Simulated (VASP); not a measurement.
# Al6Ru (Cmcm) in VASP: further runs

The runs below take Al6Ru through relaxation of shape and atoms at fixed volume, single point, with PBEsol.

All numbers are computed with VASP 6.6.1; they aren't measurements. Logs are shortened: lines on timing, memory, paths and dates and some standing lists are left out, and cuts for length are marked.

## (1) The cell of the first run

The structure is orthorhombic, space group Cmcm (No. 63). Conventional cell: a = 7.378 Å, b = 6.469 Å, c = 8.851 Å, α = 90.00°, β = 90.00°, γ = 90.00°. Al (site symmetry 2) has 2 Ru at 2.59 Å and 11 Al at 2.66 to 3.39 Å within 3.4 Å. Within 3.4 Å of Al (site symmetry m) lie 1 Ru at 2.47 Å and 12 Al at 2.54 to 3.38 Å. Within 3.4 Å of Al (site symmetry m) lie 2 Ru at 2.54 to 2.59 Å and 13 Al at 2.66 to 3.39 Å. Within 3.3 Å of Ru (site symmetry m2m) lie 10 Al at 2.47 to 2.59 Å.

## (2) Relaxation of shape and atoms at fixed volume, PBEsol (15.09 Å³/atom)

INCAR reads:

```
ALGO = Fast
EDIFF = 1E-6
EDIFFG = -0.01
ENCUT = 600
GGA = PS
IBRION = 2
ISIF = 4
ISMEAR = 0
LASPH = True
LCHARG = False
LREAL = False
LWAVE = False
NELM = 60
NSW = 50
PREC = Accurate
SIGMA = 0.1
```

KPOINTS reads:

```
k-points
0
Gamma
  8 8 4
```

POSCAR reads:

```
Al6Ru
1.0
    3.6890012589     -3.2346185100      0.0000000000
    3.6890012589      3.2346185100      0.0000000000
    0.0000000000      0.0000000000      8.8505444073
Al Ru
12 2
Direct
    0.3196302109      0.3196302109      0.0000000000
    0.6803697891      0.6803697891      0.5000000000
    0.6803697891      0.6803697891      0.0000000000
    0.3196302109      0.3196302109      0.5000000000
    0.8570133594      0.1429866406      0.0984224312
    0.1429866406      0.8570133594      0.5984224312
    0.8570133594      0.1429866406      0.4015775688
    0.1429866406      0.8570133594      0.9015775688
    0.0215527273      0.6178939395      0.2500000000
    0.9784472727      0.3821060605      0.7500000000
    0.3821060605      0.9784472727      0.2500000000
    0.6178939395      0.0215527273      0.7500000000
    0.5355762211      0.4644237789      0.2500000000
    0.4644237789      0.5355762211      0.7500000000
```

Potentials or basis: VASP PAW PBE potentials, release 64 (Al, Ru_pv).

Launch:

```sh
$ cat potpaw_PBE.64/Al/POTCAR potpaw_PBE.64/Ru_pv/POTCAR > POTCAR
$ mpirun -np 1 vasp_std > vasp.out
```

OUTCAR:

```text
EDIFF = 1E-6
   EDIFFG = -0.01
   ENCUT = 600
   GGA = PS
   IBRION = 2
   ISIF = 4
   ISMEAR = 0
   LASPH = True
   LREAL = False
   NELM = 60
   NSW = 50
   PREC = Accurate

 ion  position               nearest neighbor table
   1  0.320  0.320  0.000-  13 2.59  14 2.59   3 2.66   5 2.68   8 2.68  10 2.77  11 2.77   8 2.80
                             5 2.80   9 2.94  12 2.94
   2  0.680  0.680  0.500-  13 2.59  14 2.59   4 2.66   6 2.68   7 2.68   9 2.77  12 2.77   7 2.80
                             6 2.80  11 2.94  10 2.94
   3  0.680  0.680  0.000-  13 2.59  14 2.59   1 2.66   5 2.68   8 2.68   9 2.77  12 2.77   5 2.80
                             8 2.80  11 2.94  10 2.94
   4  0.320  0.320  0.500-  13 2.59  14 2.59   2 2.66   6 2.68   7 2.68  10 2.77  11 2.77   6 2.80
                             7 2.80   9 2.94  12 2.94
   5  0.857  0.143  0.098-  13 2.47   8 2.54   1 2.68   3 2.68   7 2.68   3 2.80   1 2.80   9 2.89
                            11 2.89   9 2.92  11 2.92
   6  0.143  0.857  0.598-  14 2.47   7 2.54   2 2.68   4 2.68   8 2.68   2 2.80   4 2.80  10 2.89
                            12 2.89  10 2.92  12 2.92
   7  0.857  0.143  0.402-  13 2.47   6 2.54   2 2.68   4 2.68   5 2.68   2 2.80   4 2.80   9 2.89
                            11 2.89   9 2.92  11 2.92
   8  0.143  0.857  0.902-  14 2.47   5 2.54   1 2.68   3 2.68   6 2.68   3 2.80   1 2.80  10 2.89
                            12 2.89  10 2.92  12 2.92
   9  0.022  0.618  0.250-  13 2.54  13 2.59  11 2.66   2 2.77   3 2.77   5 2.89   7 2.89   5 2.92
                             7 2.92   1 2.94   4 2.94
  10  0.978  0.382  0.750-  14 2.54  14 2.59  12 2.66   4 2.77   1 2.77   8 2.89   6 2.89   8 2.92
                             6 2.92   2 2.94   3 2.94
  11  0.382  0.978  0.250-  13 2.54  13 2.59   9 2.66   4 2.77   1 2.77   7 2.89   5 2.89   5 2.92
                             7 2.92   2 2.94   3 2.94
  12  0.618  0.022  0.750-  14 2.54  14 2.59  10 2.66   2 2.77   3 2.77   6 2.89   8 2.89   8 2.92
                             6 2.92   1 2.94   4 2.94
  13  0.536  0.464  0.250-   5 2.47   7 2.47  11 2.54   9 2.54   4 2.59   1 2.59   2 2.59   3 2.59
                            11 2.59   9 2.59
  14  0.464  0.536  0.750-   6 2.47   8 2.47  10 2.54  12 2.54   4 2.59   1 2.59   2 2.59   3 2.59
                            12 2.59  10 2.59

  LATTYP: Found a base centered orthorhombic cell.
 ALAT       =     6.4692370200
 B/A-ratio  =     1.1404749115
 C/A-ratio  =     1.3680971002

  Lattice vectors:

 A1 = (  -3.6890012589,  -3.2346185100,   0.0000000000)
 A2 = (   3.6890012589,  -3.2346185100,   0.0000000000)
 A3 = (   0.0000000000,   0.0000000000,   8.8505444073)

Analysis of symmetry for initial positions (statically):
=====================================================================
 Subroutine PRICEL returns:
 Original cell was already a primitive cell.

 Routine SETGRP: Setting up the symmetry group for a
 base centered orthorhombic supercell.

 Subroutine GETGRP returns: Found  8 space group operations
 (whereof  4 operations were pure point group operations)
 out of a pool of  8 trial point group operations.

The static configuration has the point symmetry C_2h.
 The point group associated with its full space group is D_2h.

Analysis of symmetry for dynamics (positions and initial velocities):
=====================================================================
 Subroutine PRICEL returns:
 Original cell was already a primitive cell.

 Routine SETGRP: Setting up the symmetry group for a
 base centered orthorhombic supercell.

 Subroutine GETGRP returns: Found  8 space group operations
 (whereof  4 operations were pure point group operations)
 out of a pool of  8 trial point group operations.

The dynamic configuration has the point symmetry C_2h.
 The point group associated with its full space group is D_2h.

 Subroutine INISYM returns: Found  8 space group operations
 (whereof  4 operations are pure point group operations),
 and found     1 'primitive' translations

[... 42 lines left out ...]
     AMIX     =   0.40;   BMIX     =  1.00
     AMIX_MAG =   1.60;   BMIX_MAG =  1.00
  volume/ion in A,a.u.               =      15.09       101.81
  Fermi-wavevector in a.u.,A,eV,Ry     =   1.099573  2.077892 16.450281  1.209062
  Thomas-Fermi vector in A             =   2.235970
   LORBIT       =      0    0 simple, 1 ext, 2 COOP (PROOUT), +10 PAW based schemes
   GGA     = PS    functional components
   LHFCALC =     F    Hartree Fock is set to
   AEXX    =    0.0000 exact exchange contribution
   IVDW    =     0    specifies the selected vdW correction
   LEPSILON=     F    determine dielectric tensor
   LRPA    =     F    only Hartree local field effects (RPA)
 conjugate gradient relaxation of ions
 non-spin polarized calculation
 RMM-DIIS sequential band-by-band and
 Gauss-broadening in eV      SIGMA  =   0.10
  energy-cutoff  :      600.00
  volume of cell :      211.22
 maximum number of plane-waves:      7086
   NGX = 19   NGY = 19   NGZ = 35

--------------------------------------- Ionic step        1  -------------------------------------------

 number of electron      64.0000000 magnetization

 Free energy of the ion-electron system (eV)
  ---------------------------------------------------
  ext. energy  EPLUGINS =         0.00000000
  ---------------------------------------------------
  free energy    TOTEN  =       -73.77568670 eV

  energy without entropy =      -73.75553112  energy(sigma->0) =      -73.76560891

------------------------ aborting loop because EDIFF is reached ----------------------------------------

  FORCE on cell =-STRESS in cart. coord.  units (eV):
  Direction    XX          YY          ZZ          XY          YZ          ZX
  --------------------------------------------------------------------------------------
  -------------------------------------------------------------------------------------
  Total        5.7341508      5.2026920      5.1001900      0.0000000      0.0000000      0.0000000
  in kB       43.4958519     39.4645219     38.6870028      0.0000000      0.0000000      0.0000000
  external PRESSURE =      40.5491255 kB  Pullay stress =       0.0000000 kB
[... 125 lines left out ...]
  FREE ENERGIE OF THE ION-ELECTRON SYSTEM (eV)
  ---------------------------------------------------
  free  energy   TOTEN  =       -73.7777172832 eV

  energy  without entropy=      -73.7571150528  energy(sigma->0) =      -73.76741617

[... ionic steps 4 to 7 ...]

--------------------------------------- Ionic step        8  -------------------------------------------

 number of electron      63.9999995 magnetization

------------------------ aborting loop because EDIFF is reached ----------------------------------------
[... 91 lines left out ...]
--------------------------------------- Ionic step       10  -------------------------------------------

 number of electron      63.9999996 magnetization

 Free energy of the ion-electron system (eV)
  ---------------------------------------------------
  ext. energy  EPLUGINS =         0.00000000
  ---------------------------------------------------
  free energy    TOTEN  =       -73.77895736 eV

  energy without entropy =      -73.75855793  energy(sigma->0) =      -73.76875765

 E-fermi :   9.3004     XC(G=0): -10.9638

 val. band max:        9.2945527724   @ k =   0.2500   0.1250   0.0000
 cond. band min:       9.3009676250   @ k =  -0.2500   0.2500   0.0000
 fundamental gap:      0.0064148525
 Fermi energy:         9.3004470023

 k-point     1 :       0.0000    0.0000    0.0000
  band No.  band energies     occupation
      1     -33.3946      2.00000
      2     -33.3945      2.00000
      3     -33.3866      2.00000
      4     -33.3863      2.00000
      5     -33.3716      2.00000
      6     -33.3693      2.00000
[... 1021 lines left out ...]
     39      11.0058      0.00000
     40      11.2610      0.00000

 [... further k-points ...]

------------------------ aborting loop because EDIFF is reached ----------------------------------------

  FORCE on cell =-STRESS in cart. coord.  units (eV):
  Direction    XX          YY          ZZ          XY          YZ          ZX
  --------------------------------------------------------------------------------------
  -------------------------------------------------------------------------------------
  Total        5.1377918      5.1041837      5.1481223      0.0000000      0.0000000      0.0000000
  in kB       38.9722276     38.7172968     39.0505886      0.0000000      0.0000000      0.0000000
  external PRESSURE =      38.9133710 kB  Pullay stress =       0.0000000 kB
[... 29 lines left out ...]
  FREE ENERGIE OF THE ION-ELECTRON SYSTEM (eV)
  ---------------------------------------------------
  free  energy   TOTEN  =       -73.7789573599 eV

  energy  without entropy=      -73.7585579325  energy(sigma->0) =      -73.76875765

 reached required accuracy - stopping structural energy minimisation
```

Wall time 60 min (1 thread of Oxide Virtual Turin-like, shared host); peak memory 0.66 GiB.

What came out:

```yaml
Free_energy: -73.7790 eV
Energy_gained_by_relaxing: 0.2 meV/atom
Ionic_steps: 10
Pressure_after_relaxing: 3.9 GPa
Largest_force_after_relaxing: 0.008 eV/Å
Band_gap_on_the_k_mesh: zero (bands 32 and 33 overlap by 0.48 eV)
```

Forces in eV/Å, atoms in the order of the input:
```
Al  -0.008  0.000  0.000
Al   0.008  0.000  0.000
Al   0.008  0.000  0.000
Al  -0.008  0.000  0.000
Al   0.000  0.003  0.002
Al   0.000 -0.003  0.002
Al   0.000  0.003 -0.002
Al   0.000 -0.003 -0.002
Al  -0.005 -0.004  0.000
Al   0.005  0.004  0.000
Al   0.005 -0.004  0.000
Al  -0.005  0.004  0.000
Ru   0.000  0.006  0.000
Ru   0.000 -0.006  0.000
```

The path:
```csv
step,energy change (eV),largest force (eV/Å),pressure (GPa),volume (Å³)
1,0.0000,0.0888,4.05,211.22
2,-0.0020,0.0364,3.95,211.22
3,-0.0020,0.0359,3.94,211.22
4,-0.0024,0.0240,3.94,211.22
5,-0.0025,0.0422,3.93,211.22
6,-0.0028,0.0331,3.92,211.22
7,-0.0032,0.0209,3.91,211.22
8,-0.0032,0.0153,3.88,211.22
9,-0.0033,0.0106,3.89,211.22
10,-0.0033,0.0082,3.89,211.22
```

Final structure:
```cif
data_structure
_symmetry_space_group_name_H-M 'P 1'
_symmetry_Int_Tables_number 1
_cell_length_a 4.9109
_cell_length_b 4.9109
_cell_length_c 8.8361
_cell_angle_alpha 90.000
_cell_angle_beta 90.000
_cell_angle_gamma 82.376
_cell_volume 211.22
loop_
_atom_site_label
_atom_site_type_symbol
_atom_site_fract_x
_atom_site_fract_y
_atom_site_fract_z
_atom_site_occupancy
Al1 Al 0.31924 0.31924 0.00000 1
Al2 Al 0.68076 0.68076 0.50000 1
Al3 Al 0.68076 0.68076 0.00000 1
Al4 Al 0.31924 0.31924 0.50000 1
Al5 Al 0.85635 0.14365 0.09772 1
Al6 Al 0.14365 0.85635 0.59772 1
Al7 Al 0.85635 0.14365 0.40228 1
Al8 Al 0.14365 0.85635 0.90228 1
Al9 Al 0.01979 0.62043 0.25000 1
Al10 Al 0.98021 0.37957 0.75000 1
Al11 Al 0.37957 0.98021 0.25000 1
Al12 Al 0.62043 0.01979 0.75000 1
Ru1 Ru 0.53402 0.46598 0.25000 1
Ru2 Ru 0.46598 0.53402 0.75000 1
```

Caveat: the PAW data sets were made with another functional, which shifts forces and pressure a little.

## (3) Single point, PBEsol (13.69 Å³/atom)

This run uses another cell than the first one, of 13.69 Å³/atom.

INCAR reads:

```
SYSTEM = Al6Ru
ALGO = Fast ; EDIFF = 1E-7
ENCUT = 520 ; GGA = PS
ISIF = 2 ; ISMEAR = 0
LASPH = .True. ; LCHARG = .False.
LREAL = .False. ; LWAVE = .False.
NBANDS = 45 ; NELM = 100
PREC = Accurate ; SIGMA = 0.1
```

KPOINTS reads:

```
k-points
0
Gamma
  8 8 4
  0 0 0
```

POSCAR reads:

```
Al6Ru
1.0
    3.5985582321     -3.1271792485      0.0000000000
    3.5985582321      3.1271792485      0.0000000000
    0.0000000000      0.0000000000      8.5139576166
Al Ru
12 2
Direct
    0.3173656758      0.3173656758      0.0000000000
    0.6826343242      0.6826343242      0.5000000000
    0.6826343242      0.6826343242      0.0000000000
    0.3173656758      0.3173656758      0.5000000000
    0.8538924092      0.1461075908      0.0956194534
    0.1461075908      0.8538924092      0.5956194534
    0.8538924092      0.1461075908      0.4043805466
    0.1461075908      0.8538924092      0.9043805466
    0.0145638885      0.6269446405      0.2500000000
    0.9854361115      0.3730553595      0.7500000000
    0.3730553595      0.9854361115      0.2500000000
    0.6269446405      0.0145638885      0.7500000000
    0.5288824256      0.4711175744      0.2500000000
    0.4711175744      0.5288824256      0.7500000000
```

Potentials or basis: VASP PAW PBE potentials, release 64 (Al, Ru_pv).

Launch:

```sh
$ cat potpaw_PBE.64/Al/POTCAR potpaw_PBE.64/Ru_pv/POTCAR > POTCAR
$ mpirun -np 1 vasp_std > vasp.out
```

Run time: 14 min. Hardware: 1 thread of Oxide Virtual Turin-like, shared host; peak memory 0.5 GiB.

It converged, with:

```yaml
Free_energy: -72.4043 eV
Pressure: 19.8 GPa
Largest_force: 0.010 eV/Å
Band_gap_on_the_k_mesh: zero (bands 32 and 33 overlap by 0.37 eV)
```

Forces in eV/Å, atoms in the order of the input:
```
Al   0.003  0.000  0.000
Al  -0.003  0.000  0.000
Al  -0.003  0.000  0.000
Al   0.003  0.000  0.000
Al   0.000  0.007 -0.007
Al   0.000 -0.007 -0.007
Al   0.000  0.007  0.007
Al   0.000 -0.007  0.007
Al   0.000 -0.002  0.000
Al   0.000  0.002  0.000
Al   0.000 -0.002  0.000
Al   0.000  0.002  0.000
Ru   0.000  0.009  0.000
Ru   0.000 -0.009  0.000
```

Levels at points of the mesh, in eV from the Fermi level:
```tsv
k point	band 28	band 29	band 30	band 31	band 32	band 33	band 34	band 35	band 36	band 37
(0.00, 0.00, 0.00)	-2.33	-2.17	-1.60	-1.23	-0.97	-0.05	0.75	1.34	1.37	1.46
(0.50, 0.00, 0.00)	-2.38	-2.01	-1.27	-0.98	-0.71	-0.18	-0.10	0.41	1.70	2.13
(0.50, 0.50, 0.00)	-1.70	-0.77	-0.69	-0.58	-0.32	-0.17	0.74	2.06	2.23	3.08
(0.00, 0.00, 0.50)	-2.36	-1.14	-1.14	-0.95	-0.95	0.73	0.73	0.79	0.79	1.42
(0.50, 0.00, 0.50)	-1.99	-1.78	-1.78	-0.16	-0.16	0.76	0.76	1.12	1.12	1.77
(0.50, 0.50, 0.50)	-2.05	-1.76	-1.76	-0.92	-0.92	2.74	2.74	2.89	2.89	3.49
```

Caveat: the cell stands under pressure; the PAW data sets were made with another functional, which shifts forces and pressure a little.

## (4) Single point, PBEsol (14.15 Å³/atom)

This run uses another cell than the first one, of 14.15 Å³/atom.

INCAR reads:

```
  ALGO = Fast
  EDIFF = 1E-6
  ENCUT = 520
  GGA = PS
  ISIF = 2
  ISMEAR = 0
  LASPH = True
  LCHARG = False
  LREAL = False
  LWAVE = False
  NBANDS = 45
  NELM = 100
  PREC = Accurate
  SIGMA = 0.1
```

KPOINTS reads:

```
k-points
0
Gamma
  8 8 4
```

POSCAR reads:

```
Al6Ru
1.0
    3.6314661758     -3.1631835770      0.0000000000
    3.6314661758      3.1631835770      0.0000000000
    0.0000000000      0.0000000000      8.6251193605
Al Ru
12 2
Direct
    0.3180161958      0.3180161958      0.0000000000
    0.6819838042      0.6819838042      0.5000000000
    0.6819838042      0.6819838042      0.0000000000
    0.3180161958      0.3180161958      0.5000000000
    0.8548384017      0.1451615983      0.0964187035
    0.1451615983      0.8548384017      0.5964187035
    0.8548384017      0.1451615983      0.4035812965
    0.1451615983      0.8548384017      0.9035812965
    0.0163299451      0.6247329355      0.2500000000
    0.9836700549      0.3752670645      0.7500000000
    0.3752670645      0.9836700549      0.2500000000
    0.6247329355      0.0163299451      0.7500000000
    0.5306615976      0.4693384024      0.2500000000
    0.4693384024      0.5306615976      0.7500000000
```

Launch:

```sh
$ cat potpaw_PBE.64/Al/POTCAR potpaw_PBE.64/Ru_pv/POTCAR > POTCAR
$ mpirun -np 1 vasp_std > vasp.out
```

Run time: 10 min. Hardware: 1 thread of Oxide Virtual Turin-like, shared host; peak memory 0.51 GiB.

The run converged. Its results:

```yaml
Free_energy: -73.0825 eV
Pressure: 13.7 GPa
Largest_force: 0.010 eV/Å
Band_gap_on_the_k_mesh: zero (bands 32 and 33 overlap by 0.39 eV)
```

Forces in eV/Å, atoms in the order of the input:
```
Al   0.003  0.000  0.000
Al  -0.003  0.000  0.000
Al  -0.003  0.000  0.000
Al   0.003  0.000  0.000
Al   0.000  0.006 -0.007
Al   0.000 -0.006 -0.007
Al   0.000  0.006  0.007
Al   0.000 -0.006  0.007
Al   0.000 -0.002  0.000
Al   0.000  0.002  0.000
Al   0.000 -0.002  0.000
Al   0.000  0.002  0.000
Ru   0.000  0.010  0.000
Ru   0.000 -0.010  0.000
```

Levels at points of the mesh, in eV from the Fermi level:
| k point | band 28 | band 29 | band 30 | band 31 | band 32 | band 33 | band 34 | band 35 | band 36 | band 37 |
| --- | --- | --- | --- | --- | --- | --- | --- | --- | --- | --- |
| (0.00, 0.00, 0.00) | -2.25 | -2.13 | -1.55 | -1.18 | -0.93 | -0.08 | 0.77 | 1.25 | 1.35 | 1.45 |
| (0.50, 0.00, 0.00) | -2.31 | -1.95 | -1.29 | -0.95 | -0.67 | -0.20 | -0.09 | 0.39 | 1.58 | 1.98 |
| (0.50, 0.50, 0.00) | -1.66 | -0.78 | -0.68 | -0.61 | -0.36 | -0.22 | 0.72 | 1.97 | 2.23 | 3.04 |
| (0.00, 0.00, 0.50) | -2.28 | -1.10 | -1.10 | -0.96 | -0.96 | 0.71 | 0.71 | 0.75 | 0.75 | 1.34 |
| (0.50, 0.00, 0.50) | -1.97 | -1.73 | -1.73 | -0.15 | -0.15 | 0.75 | 0.75 | 1.09 | 1.09 | 1.71 |
| (0.50, 0.50, 0.50) | -2.02 | -1.71 | -1.71 | -0.92 | -0.92 | 2.67 | 2.67 | 2.88 | 2.88 | 3.42 |

Caveat: the cell stands under pressure; the PAW data sets were made with another functional, which shifts forces and pressure a little.

## (5) The runs side by side

| task | cell | cutoff (eV) | gap on the mesh (eV) | pressure (GPa) | largest force (eV/Å) |
| --- | --- | --- | --- | --- | --- |
| relaxation of shape and atoms at fixed volume | relaxed from a = 4.906, b = 4.906, c = 8.851 Å, angles 90.0, 90.0, 82.5°, 14 atoms, atomic positions A | 600 | none | 3.9 | 0.01 |
| single point | a = 4.767, b = 4.767, c = 8.514 Å, angles 90.0, 90.0, 82.0°, 14 atoms, atomic positions B | 520 | none | 19.8 | 0.01 |
| single point | a = 4.816, b = 4.816, c = 8.625 Å, angles 90.0, 90.0, 82.1°, 14 atoms, atomic positions C | 520 | none | 13.7 | 0.01 |

Alike in all rows: level PBEsol; potentials or basis VASP PAW PBE potentials, release 64 (Al, Ru_pv); no spin polarisation; k mesh 8 × 8 × 4; smearing gaussian 0.1 eV.

Caveats: the PAW data sets were made with another functional, which shifts forces and pressure a little; the cell stands under pressure (at least some runs).

Total energies depend on the potentials used, so only differences within one code and one set of settings carry meaning.
